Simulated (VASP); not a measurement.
Wanted: the native input for a VASP 6.6.1 run.

- Task: single point
- Functional: PBE
- Dispersion: D3(BJ)
- Potentials or basis: VASP PAW PBE potentials, release 64 (Sn_d, O)
- Cutoff: 520 eV
- k mesh: 7 × 7 × 1
- Occupations: gaussian, width 0.05 eV
- Spin: no spin polarisation
- Dipole correction: yes
- Further INCAR settings: ALGO = Normal; EDIFF = 1e-06; NBANDS = 50

The structure of SnO lies in POSCAR:

```
SnO
1.0
    3.8201708766      0.0000000000      0.0000000000
    0.0000000000      3.8201708766      0.0000000000
    0.0000000000      0.0000000000     22.2260720666
Sn O
4 4
Direct
    0.5000000000      0.0000000000      0.2024649244
    0.0000000000      0.5000000000      0.3087831270
    0.0000000000      0.5000000000      0.4797535076
    0.5000000000      0.0000000000      0.5860717102
    0.0000000000      0.0000000000      0.2556240257
    0.5000000000      0.5000000000      0.2556240257
    0.5000000000      0.5000000000      0.5329126089
    0.0000000000      0.0000000000      0.5329126089
```

The input as run:

INCAR

```
ALGO = Normal ; DIPOL = 0.5 0.5 0.394
EDIFF = 1E-6 ; ENCUT = 520
GGA = PE ; IDIPOL = 3
ISIF = 2 ; ISMEAR = 0
IVDW = 12 ; LASPH = T
LCHARG = F ; LDIPOL = T
LREAL = F ; LWAVE = F
NBANDS = 50 ; NELM = 60
PREC = Accurate ; SIGMA = 0.05
```

KPOINTS

```
k-points
0
Gamma
  7 7 1
```

Potentials or basis: VASP PAW PBE potentials, release 64 (Sn_d, O).

Command:

```sh
$ cat potpaw_PBE.64/Sn_d/POTCAR potpaw_PBE.64/O/POTCAR > POTCAR
$ mpirun -np 1 vasp_std > vasp.out
```

It gave:

- Largest force: 0.248 eV/Å
- Band gap on the k mesh: 1.99 eV (least direct gap 2.21 eV)
- Dispersion energy per atom: -0.159 eV

Caveat: spin-orbit coupling is left out, which moves the levels of the heavy elements.

Wall time 2.6 min on 1 thread of Intel(R) Xeon(R) Platinum 8488C (Sapphire Rapids), on a shared host, peak memory 0.39 GiB.
